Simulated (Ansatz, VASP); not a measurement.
Two plane-wave programs on SrO

Contents of INCAR:

```
  PREC = Accurate
  ENCUT = 520
  EDIFF = 1E-6
  ISMEAR = 0
  SIGMA = 0.05
  LREAL = False
  LASPH = True
  NELM = 100
  ALGO = Normal
  ISIF = 2
  LWAVE = False
  LCHARG = True
  GGA = PS
  LELF = True
  LVHAR = True
  NBANDS = 24
```

The input KPOINTS:

```
Automatic mesh
0
Gamma
  8 8 10
```

File POSCAR:

```
SrO
1.0
    4.3916014261      0.0000000000      0.0000000000
    0.0000000000      4.3916014261      0.0000000000
    0.0000000000      0.0000000000      3.4113771288
Sr O
2 2
Direct
    0.5000000000      0.0000000000      0.2992406765
    0.0000000000      0.5000000000      0.7007593235
    0.0182165894      0.0000000000      0.0000000000
    0.5000000000      0.5000000000      0.0000000000
```

Input for Ansatz:

```yaml
crystal:
  lattice:
    - [4.3916014261, 0.0, 0.0]
    - [0.0, 4.3916014261, 0.0]
    - [0.0, 0.0, 3.4113771288]
  atoms:
    - { symbol: Sr, position: [0.5, 0.0, 0.2992406765] }
    - { symbol: Sr, position: [0.0, 0.5, 0.7007593235] }
    - { symbol: O, position: [0.0182165894, 0.0, 0.0] }
    - { symbol: O, position: [0.5, 0.5, 0.0] }
basis:
  ecutwfc: 420
  ecutrho_ratio: 4
kpoints:
  mp_grid: { grid: [8, 8, 10] }
hamiltonian:
  xc: pbesol
scf:
  occupations: { method: gaussian, width: 0.05 }
output:
  forces: true
  stress: true
  eigenvalues: true
```

Alike in both runs: task single point; functional PBEsol; k mesh 8 × 8 × 10; occupations gaussian, width 0.05 eV; no spin polarisation.

```csv
,VASP,Ansatz
version,VASP 6.6.1,Ansatz 0.2.0
potentials or method,"VASP PAW PBE potentials, release 64 (Sr_sv, O), cutoff 520 eV","scalar-relativistic, plane waves, PAW"
valence electrons in the cell,32,32
```

```tsv
	VASP	Ansatz	Ansatz less VASP
gap on the k mesh at the Fermi level (eV)	3.13	3.14	+0.010
least direct gap on the mesh (eV)	3.19	3.20	+0.013
pressure (GPa)	1.0	0.1	-0.84
traceless stress, the component that is largest in VASP (GPa)	0.82	0.75	-0.076
rms of the force components (eV/Å)	0.174	0.161	-0.0132
```

VASP's potentials were made for PBE, not for PBEsol. Atom by atom the forces differ by 0.034 eV/Å (rms over components).
